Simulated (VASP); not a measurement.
# W4C5 in VASP: settings compared

Aim: see how the results for W4C5 move with the level of theory and the settings. Levels: PBE, LDA. Tasks: single point.

Program: VASP 6.6.1. These are calculated values, not measurements. Logs are shortened: lines on timing, memory, paths and dates and some standing lists are left out, and cuts for length are marked.

## Step 1: The cell of the first run

The cell holds a slab with vacuum, 9 atoms: a = 2.922 Å, b = 2.922 Å, c = 26.388 Å, α = 90.00°, β = 90.00°, γ = 120.00°.

## Step 2: Single point, PBE

The input, INCAR:

```
SYSTEM = W4C5
ALGO = Normal
DIPOL = 0.5 0.5 0.500
EDIFF = 1E-7
ENCUT = 520
GGA = PE
IDIPOL = 3
ISIF = 2
ISMEAR = 0
LASPH = .True.
LCHARG = .True.
LDIPOL = .True.
LELF = .True.
LREAL = .False.
LVACPOTAV = .True.
LVHAR = .True.
LWAVE = .False.
NBANDS = 48
NELM = 80
PREC = Accurate
SIGMA = 0.1
```

The input, KPOINTS:

```
k-points
0
Gamma
  12 12 1
  0 0 0
```

The input, POSCAR:

```
W4C5
1.0
    2.9217712068      0.0000000000      0.0000000000
   -1.4608856034      2.5303280892      0.0000000000
    0.0000000000      0.0000000000     26.3883078636
C W
5 4
Direct
    0.6666666667      0.3333333333      0.2945922855
    0.6666666667      0.3333333333      0.3933829890
    0.6666666667      0.3333333333      0.4999999953
    0.6666666667      0.3333333333      0.6066170177
    0.6666666667      0.3333333333      0.7054077109
    0.0000000000      0.0000000000      0.3359640524
    0.0000000000      0.0000000000      0.4459295194
    0.0000000000      0.0000000000      0.5540704853
    0.0000000000      0.0000000000      0.6640359445
```

Potentials or basis: VASP PAW PBE potentials, release 64 (C, W_sv).

Run with:

```console
> cat potpaw_PBE.64/C/POTCAR potpaw_PBE.64/W_sv/POTCAR > POTCAR
> mpirun -np 1 vasp_std > vasp.out
```

OUTCAR:

```text
SYSTEM = W4C5
   EDIFF = 1E-7
   ENCUT = 520
   GGA = PE
   ISIF = 2
   ISMEAR = 0
   LASPH = .True.
   LREAL = .False.
   NELM = 80
   PREC = Accurate

 ion  position               nearest neighbor table
   1  0.667  0.333  0.295-   6 2.01   6 2.01   6 2.01
   2  0.667  0.333  0.393-   7 2.18   7 2.18   7 2.18   6 2.27   6 2.27   6 2.27
   3  0.667  0.333  0.500-   7 2.21   7 2.21   7 2.21   8 2.21   8 2.21   8 2.21
   4  0.667  0.333  0.607-   8 2.18   8 2.18   8 2.18   9 2.27   9 2.27   9 2.27
   5  0.667  0.333  0.705-   9 2.01   9 2.01   9 2.01
   6  0.000  0.000  0.336-   1 2.01   1 2.01   1 2.01   2 2.27   2 2.27   2 2.27   7 2.90
   7  0.000  0.000  0.446-   2 2.18   2 2.18   2 2.18   3 2.21   3 2.21   3 2.21   8 2.85   6 2.90

   8  0.000  0.000  0.554-   4 2.18   4 2.18   4 2.18   3 2.21   3 2.21   3 2.21   7 2.85   9 2.90

   9  0.000  0.000  0.664-   5 2.01   5 2.01   5 2.01   4 2.27   4 2.27   4 2.27   8 2.90

  LATTYP: Found a hexagonal cell.
 ALAT       =     2.9217712068
 C/A-ratio  =     9.0316133591

  Lattice vectors:

 A1 = (   2.9217712068,   0.0000000000,   0.0000000000)
 A2 = (  -1.4608856034,   2.5303280892,   0.0000000000)
 A3 = (   0.0000000000,   0.0000000000,  26.3883078636)

Analysis of symmetry for initial positions (statically):
=====================================================================
 Subroutine PRICEL returns:
 Original cell was already a primitive cell.

 Routine SETGRP: Setting up the symmetry group for a
 hexagonal supercell.

 Subroutine GETGRP returns: Found 12 space group operations
 (whereof 12 operations were pure point group operations)
 out of a pool of 24 trial point group operations.

The static configuration has the point symmetry D_3h.

Analysis of symmetry for dynamics (positions and initial velocities):
=====================================================================
 Subroutine PRICEL returns:
 Original cell was already a primitive cell.

 Routine SETGRP: Setting up the symmetry group for a
 hexagonal supercell.

 Subroutine GETGRP returns: Found 12 space group operations
 (whereof 12 operations were pure point group operations)
 out of a pool of 24 trial point group operations.

The dynamic configuration has the point symmetry D_3h.

 Subroutine INISYM returns: Found 12 space group operations
 (whereof 12 operations are pure point group operations),
 and found     1 'primitive' translations

----------------------------------------------------------------------------------------

                                     Primitive cell

  volume of cell :     195.0898

  direct lattice vectors                    reciprocal lattice vectors
     2.921771207  0.000000000  0.000000000     0.342258147  0.197602833  0.000000000
    -1.460885603  2.530328089  0.000000000     0.000000000  0.395205667  0.000000000
     0.000000000  0.000000000 26.388307864     0.000000000  0.000000000  0.037895571

  length of vectors
     2.921771207  2.921771207 26.388307864     0.395205667  0.395205667  0.037895571

  position of ions in fractional coordinates (direct lattice)
     0.666666667  0.333333333  0.294592286
     0.666666667  0.333333333  0.393382989
     0.666666667  0.333333333  0.499999995
     0.666666667  0.333333333  0.606617018
     0.666666667  0.333333333  0.705407711
     0.000000000  0.000000000  0.335964052
     0.000000000  0.000000000  0.445929519
     0.000000000  0.000000000  0.554070485
     0.000000000  0.000000000  0.664035945

  ion indices of the primitive-cell ions
   primitive index   ion index
                 1           1
                 2           2
                 3           3
                 4           4
                 5           5
                 6           6
                 7           7
                 8           8
                 9           9

----------------------------------------------------------------------------------------

 KPOINTS: k-points

Automatic generation of k-mesh.
 Grid dimensions read from file:
 generate k-points for:   12   12    1

 Generating k-lattice:

  Cartesian coordinates                     Fractional coordinates (reciprocal lattice)
     0.028521512  0.016466903  0.000000000     0.083333333 -0.000000000  0.000000000
     0.000000000  0.032933806  0.000000000     0.000000000  0.083333333  0.000000000
     0.000000000  0.000000000  0.037895571     0.000000000  0.000000000  1.000000000

  Length of vectors
     0.032933806  0.032933806  0.037895571

  Shift w.r.t. Gamma in fractional coordinates (k-lattice)
     0.000000000  0.000000000  0.000000000

 Subroutine IBZKPT returns following result:
 ===========================================

 Found     19 irreducible k-points:

 Following reciprocal coordinates:
            Coordinates               Weight
  0.000000  0.000000  0.000000      1.000000
  0.083333  0.000000  0.000000      6.000000
  0.166667  0.000000  0.000000      6.000000
  0.250000  0.000000  0.000000      6.000000
  0.333333  0.000000  0.000000      6.000000
  0.416667  0.000000  0.000000      6.000000
[... 11 lines left out ...]
  0.333333  0.250000  0.000000     12.000000
  0.333333  0.333333  0.000000      2.000000
   k-points           NKPTS =     19   k-points in BZ     NKDIM =     19   number of bands    NBANDS=     48
   number of dos      NEDOS =    301   number of ions     NIONS =      9
   total plane-waves  NPLWV = 112896
   dimension x,y,z NGX =    24 NGY =   24 NGZ =  196
   dimension x,y,z NGXF=    48 NGYF=   48 NGZF=  392
   ions per type =               5   4
   NGX,Y,Z   is equivalent  to a cutoff of  13.66, 13.66, 12.35 a.u.
   NGXF,Y,Z  is equivalent  to a cutoff of  27.31, 27.31, 24.70 a.u.
 SYSTEM =  W4C5
   PREC   = accura    normal or accurate (medium, high low for compatibility)
   ISTART =      0    job   : 0-new  1-cont  2-samecut
   ICHARG =      2    charge: 1-file 2-atom 10-const
   ISPIN  =      1    spin polarized calculation?
   LNONCOLLINEAR =      F non collinear calculations
   LSORBIT =      F    spin-orbit coupling
   LASPH  =      T    aspherical Exc in radial PAW
   ENCUT  =  520.0 eV  38.22 Ry    6.18 a.u.   5.43  5.43 49.06*2*pi/ulx,y,z
   NELM   =     80;   NELMIN=  2; NELMDL= -5     # of ELM steps
   EDIFF  = 0.1E-06   stopping-criterion for ELM
   LREAL  =      F    real-space projection
   EDIFFG = 0.1E-05   stopping-criterion for IOM
   NSW    =      0    number of steps for IOM
   IBRION =     -1    ionic relax: 0-MD 1-quasi-New 2-CG
   NFREE  =      0    steps in history (QN), initial steepest desc. (CG)
   ISIF   =      2    stress and relaxation
   ISYM   =      2    0-nonsym 1-usesym 2-fastsym
   POTIM  = 0.5000    time-step for ionic-motion
   TEBEG  =    0.0;   TEEND  =   0.0 temperature during run
   PSTRESS=    0.0 pullay stress
   NELECT =      76.0000    total number of electrons
   NUPDOWN=      -1.0000    fix difference up-down
   EMIN   =  10.00;   EMAX   =-10.00  energy-range for DOS
   EFERMI =   0.00;   METHOD = LEGACY
   ISMEAR =     0;   SIGMA  =   0.10  broadening in eV -4-tet -1-fermi 0-gaus
   EFERMI_NEDOS =   21; number of points for ismear=-14 and -15
   IALGO  =     38    algorithm
   IMIX   =      4    mixing-type and parameters
     AMIX     =   0.40;   BMIX     =  1.00
     AMIX_MAG =   1.60;   BMIX_MAG =  1.00
  volume/ion in A,a.u.               =      21.68       146.28
  Fermi-wavevector in a.u.,A,eV,Ry     =   1.195642  2.259436 19.450342  1.429560
  Thomas-Fermi vector in A             =   2.331602
   LORBIT       =      0    0 simple, 1 ext, 2 COOP (PROOUT), +10 PAW based schemes
   GGA     = PE    functional components
   LHFCALC =     F    Hartree Fock is set to
   AEXX    =    0.0000 exact exchange contribution
   IVDW    =     0    specifies the selected vdW correction
   LEPSILON=     F    determine dielectric tensor
   LRPA    =     F    only Hartree local field effects (RPA)
 non-spin polarized calculation
 Gauss-broadening in eV      SIGMA  =   0.10
  energy-cutoff  :      520.00
  volume of cell :      195.09
 maximum number of plane-waves:      5355
 NGX is ok and might be reduce to    24

 number of electron      76.0000006 magnetization

 dipolmoment           0.000000      0.000000     -0.000000 electrons x Angstroem

 Free energy of the ion-electron system (eV)
  ---------------------------------------------------
  ext. energy  EPLUGINS =         0.00000000
  ---------------------------------------------------
  free energy    TOTEN  =       -93.69264009 eV

  energy without entropy =      -93.68745515  energy(sigma->0) =      -93.69004762

 E-fermi :   1.5128     XC(G=0):  -6.9561

 val. band max:        1.4799370448   @ k =   0.5000   0.0000   0.0000
 cond. band min:       1.5669768046   @ k =   0.0000   0.0000   0.0000
 fundamental gap:      0.0870397598
 Fermi energy:         1.5128114211

 k-point     1 :       0.0000    0.0000    0.0000
  band No.  band energies     occupation
      1     -72.3691      2.00000
      2     -72.3509      2.00000
      3     -72.3141      2.00000
      4     -72.3135      2.00000
      5     -36.9446      2.00000
      6     -36.7315      2.00000
[... 40 lines left out ...]
     47       6.3050      0.00000
     48       6.3050      0.00000

 k-point     2 :       0.0833    0.0000    0.0000
  band No.  band energies     occupation
      1     -72.3655      2.00000
      2     -72.3473      2.00000
      3     -72.3103      2.00000
      4     -72.3098      2.00000
      5     -36.9343      2.00000
      6     -36.7219      2.00000
[... 40 lines left out ...]
     47       6.2830      0.00000
     48       6.6447      0.00000

 k-point     3 :       0.1667    0.0000    0.0000
  band No.  band energies     occupation
      1     -72.3556      2.00000
      2     -72.3375      2.00000
      3     -72.3000      2.00000
      4     -72.2994      2.00000
      5     -36.9060      2.00000
      6     -36.6959      2.00000
[... 805 lines left out ...]
     47       6.6599      0.00000
     48       6.7413      0.00000

 k-point    19 :       0.3333    0.3333    0.0000
  band No.  band energies     occupation
      1     -72.3081      2.00000
      2     -72.2904      2.00000
      3     -72.2502      2.00000
      4     -72.2498      2.00000
      5     -36.9188      2.00000
      6     -36.9176      2.00000
[... 40 lines left out ...]
     47       6.7197      0.00000
     48       6.9417      0.00000

------------------------ aborting loop because EDIFF is reached ----------------------------------------

  FORCE on cell =-STRESS in cart. coord.  units (eV):
  Direction    XX          YY          ZZ          XY          YZ          ZX
  --------------------------------------------------------------------------------------
  -------------------------------------------------------------------------------------
  Total        8.1619823      8.1619823      0.6680568      0.0000000      0.0000000      0.0000000
  in kB       67.0303748     67.0303748      5.4864239      0.0000000      0.0000000      0.0000000
  external PRESSURE =      46.5157245 kB  Pullay stress =       0.0000000 kB

 VOLUME and BASIS-vectors are now :
 -----------------------------------------------------------------------------
  energy-cutoff  :      520.00
  volume of cell :      195.09
      direct lattice vectors                 reciprocal lattice vectors
     2.921771207  0.000000000  0.000000000     0.342258147  0.197602833  0.000000000
    -1.460885603  2.530328089  0.000000000     0.000000000  0.395205667  0.000000000
     0.000000000  0.000000000 26.388307864     0.000000000  0.000000000  0.037895571

 POSITION                                       TOTAL-FORCE (eV/Angst)
 -----------------------------------------------------------------------------------
      1.46089      0.84344      7.77379         0.000000      0.000000     -0.091748
      1.46089      0.84344     10.38071        -0.000000      0.000000     -0.002839
      1.46089      0.84344     13.19415        -0.000000      0.000000     -0.000000
      1.46089      0.84344     16.00760        -0.000000     -0.000000      0.002839
      1.46089      0.84344     18.61452         0.000000     -0.000000      0.091748
      0.00000      0.00000      8.86552        -0.000000      0.000000      0.030949
      0.00000      0.00000     11.76733         0.000000     -0.000000      0.004260
      0.00000      0.00000     14.62098        -0.000000      0.000000     -0.004260
      0.00000      0.00000     17.52278        -0.000000      0.000000     -0.030949
 -----------------------------------------------------------------------------------
    total drift:                               -0.000000      0.000000     -0.000067

  FREE ENERGIE OF THE ION-ELECTRON SYSTEM (eV)
  ---------------------------------------------------
  free  energy   TOTEN  =       -93.6926400913 eV

  energy  without entropy=      -93.6874551498  energy(sigma->0) =      -93.69004762

 vacuum level on the upper side and lower side of the slab         7.778         7.778
```

Wall time 4.5 min (1 thread of AMD EPYC 9R45 (Zen 5), shared host); peak memory 0.36 GiB.

What came out:

| Item | Value |
| --- | --- |
| Free energy | -93.6926 eV |
| Largest force | 0.092 eV/Å |
| Band gap on the k mesh | zero (band 38 reaches 1.65 eV, above the bottom of band 39 at 1.30 eV) |

Forces on the atoms (eV/Å):
```
C    0.000  0.000 -0.092
C    0.000  0.000 -0.003
C    0.000  0.000  0.000
C    0.000  0.000  0.003
C    0.000  0.000  0.092
W    0.000  0.000  0.031
W    0.000  0.000  0.004
W    0.000  0.000 -0.004
W    0.000  0.000 -0.031
```

Caveat: spin-orbit coupling is left out, which moves the levels of the heavy elements.

## Step 3: Single point, PBE

The input, INCAR:

```
  PREC = Accurate
  ENCUT = 520
  EDIFF = 1E-6
  ISMEAR = 0
  SIGMA = 0.1
  LREAL = F
  LASPH = T
  NELM = 100
  ALGO = Normal
  ISIF = 2
  LWAVE = F
  LCHARG = F
  LDIPOL = T
  IDIPOL = 3
  DIPOL = 0.5 0.5 0.500
  GGA = PE
  NBANDS = 48
```

The input, KPOINTS:

```
Automatic mesh
0
Gamma
  12 12 1
```

The input, POSCAR:

```
W4C5
1.0
    2.9217712068      0.0000000000      0.0000000000
   -1.4608856034      2.5303280892      0.0000000000
    0.0000000000      0.0000000000     26.3883078636
C W
5 4
Direct
    0.6666666667      0.3333333333      0.2842167841
    0.6666666667      0.3333333333      0.3921083921
    0.6666666667      0.3333333333      0.5000000000
    0.6666666667      0.3333333333      0.6078916079
    0.6666666667      0.3333333333      0.7157832159
    0.0000000000      0.0000000000      0.3381625881
    0.0000000000      0.0000000000      0.4460541960
    0.0000000000      0.0000000000      0.5539458040
    0.0000000000      0.0000000000      0.6618374119
```

Potentials or basis: VASP PAW PBE potentials, release 64 (C, W_sv).

Run with:

```console
> cat potpaw_PBE.64/C/POTCAR potpaw_PBE.64/W_sv/POTCAR > POTCAR
> mpirun -np 1 vasp_std > vasp.out
```

Wall time 4.5 min (1 thread of AMD EPYC 9R45 (Zen 5), shared host); peak memory 0.36 GiB.

It converged, with:

```
Free energy            : -91.8275 eV
Largest force          : 5.526 eV/Å
Band gap on the k mesh : zero (band 38 reaches 1.87 eV, above the bottom of band 39 at 1.29 eV)
```

Forces on the atoms (eV/Å):
```
C    0.000  0.000  4.565
C    0.000  0.000  0.825
C    0.000  0.000  0.000
C    0.000  0.000 -0.825
C    0.000  0.000 -4.565
W    0.000  0.000 -5.526
W    0.000  0.000 -0.157
W    0.000  0.000  0.157
W    0.000  0.000  5.526
```

Levels at points of the mesh, in eV from the Fermi level:
| k point | band 35 | band 36 | band 37 | band 38 | band 39 | band 40 | band 41 | band 42 |
| --- | --- | --- | --- | --- | --- | --- | --- | --- |
| (0.00, 0.00, 0.00) | -1.16 | 0.02 | 0.02 | 0.07 | 0.14 | 0.69 | 1.19 | 1.19 |
| (0.50, 0.00, 0.00) | -1.21 | -0.30 | -0.21 | 0.30 | 0.75 | 0.81 | 3.28 | 4.01 |

Caveat: spin-orbit coupling is left out, which moves the levels of the heavy elements.

## Step 4: Single point, LDA

The input, INCAR:

```
SYSTEM = W4C5
PREC = Accurate
ENCUT = 520
EDIFF = 1E-7
ISMEAR = 0
SIGMA = 0.1
LREAL = .False.
LASPH = .True.
NELM = 100
ALGO = Normal
ISIF = 2
LWAVE = .False.
LCHARG = .False.
LDIPOL = .True.
IDIPOL = 3
DIPOL = 0.5 0.5 0.500
NBANDS = 48
```

The input, KPOINTS:

```
regular mesh
0
Gamma
  12 12 1
  0 0 0
```

POSCAR is that of step 3.

Potentials or basis: VASP PAW LDA potentials, release 64 (C, W_sv).

Run with:

```console
> cat potpaw_LDA.64/C/POTCAR potpaw_LDA.64/W_sv/POTCAR > POTCAR
> mpirun -np 1 vasp_std > vasp.out
```

It took 4.7 min on 1 thread of AMD EPYC 9R45 (Zen 5), shared host; peak memory 0.31 GiB.

The run converged. Its results:

| Property | Result |
| --- | --- |
| Free energy | -100.9383 eV |
| Largest force | 5.324 eV/Å |
| Band gap on the k mesh | zero (band 38 reaches 1.72 eV, above the bottom of band 39 at 1.11 eV) |

Forces on the atoms (eV/Å):
```
C    0.000  0.000  5.074
C    0.000  0.000  0.805
C    0.000  0.000  0.000
C    0.000  0.000 -0.805
C    0.000  0.000 -5.074
W    0.000  0.000 -5.324
W    0.000  0.000 -0.174
W    0.000  0.000  0.174
W    0.000  0.000  5.324
```

Levels at points of the mesh, in eV from the Fermi level:
```tsv
k point	band 35	band 36	band 37	band 38	band 39	band 40	band 41	band 42
(0.00, 0.00, 0.00)	-1.17	0.00	0.00	0.08	0.12	0.67	1.16	1.16
(0.50, 0.00, 0.00)	-1.17	-0.25	-0.22	0.32	0.76	0.83	3.25	3.98
```

Caveat: spin-orbit coupling is left out, which moves the levels of the heavy elements.

## Step 5: Single point, PBE

The input, INCAR:

```
SYSTEM = W4C5
  ALGO = Normal
  DIPOL = 0.5 0.5 0.500
  EDIFF = 1E-6
  ENCUT = 520
  GGA = PE
  IDIPOL = 3
  ISIF = 2
  ISMEAR = 1
  LASPH = .True.
  LCHARG = .False.
  LDIPOL = .True.
  LREAL = .False.
  LWAVE = .False.
  NBANDS = 48
  NELM = 100
  PREC = Accurate
  SIGMA = 0.2
```

The input, KPOINTS:

```
k-points
0
Gamma
  12 12 1
  0 0 0
```

POSCAR is that of step 4.

Potentials or basis: VASP PAW PBE potentials, release 64 (C, W_sv).

Run with:

```console
> cat potpaw_PBE.64/C/POTCAR potpaw_PBE.64/W_sv/POTCAR > POTCAR
> mpirun -np 1 vasp_std > vasp.out
```

Wall time 4.8 min (1 thread of AMD EPYC 9R45 (Zen 5), shared host); peak memory 0.36 GiB.

Results (log left out):

```yaml
Free_energy: -91.8170 eV
Largest_force: 5.574 eV/Å
Band_gap_on_the_k_mesh: zero (band 38 reaches 1.88 eV, above the bottom of band 39 at 1.30 eV)
```

Forces on the atoms (eV/Å):
```
C    0.000  0.000  4.606
C    0.000  0.000  0.834
C    0.000  0.000  0.000
C    0.000  0.000 -0.834
C    0.000  0.000 -4.606
W    0.000  0.000 -5.574
W    0.000  0.000 -0.162
W    0.000  0.000  0.162
W    0.000  0.000  5.574
```

Levels at points of the mesh, in eV from the Fermi level:
```
           k point  band 34  band 35  band 36  band 37  band 38  band 39  band 40  band 41  band 42  band 43
(0.00, 0.00, 0.00)    -1.15    -1.15     0.04     0.04     0.08     0.15     0.70     1.20     1.20     1.92
(0.50, 0.00, 0.00)    -1.96    -1.20    -0.29    -0.20     0.31     0.76     0.82     3.29     4.02     4.13
```

Caveat: spin-orbit coupling is left out, which moves the levels of the heavy elements.

## Step 6: The runs side by side

```csv
level,potentials or basis,smearing,gap on the mesh (eV),largest force (eV/Å)
PBE,"VASP PAW PBE potentials, release 64 (C, W_sv)",gaussian 0.1 eV,none,5.53
LDA,"VASP PAW LDA potentials, release 64 (C, W_sv)",gaussian 0.1 eV,none,5.32
PBE,"VASP PAW PBE potentials, release 64 (C, W_sv)",methfessel-paxton 0.2 eV,none,5.57
```

Some of these runs hold the atoms at other places in the same cell, which the table doesn't show; runs alike in all that it shows share one row.

Alike in all rows: task single point; no spin polarisation; cell as given; k mesh 12 × 12 × 1; cutoff (eV) 520.

Caveats: spin-orbit coupling is left out, which moves the levels of the heavy elements.

Absolute energies hang on the potentials; compare differences alone.
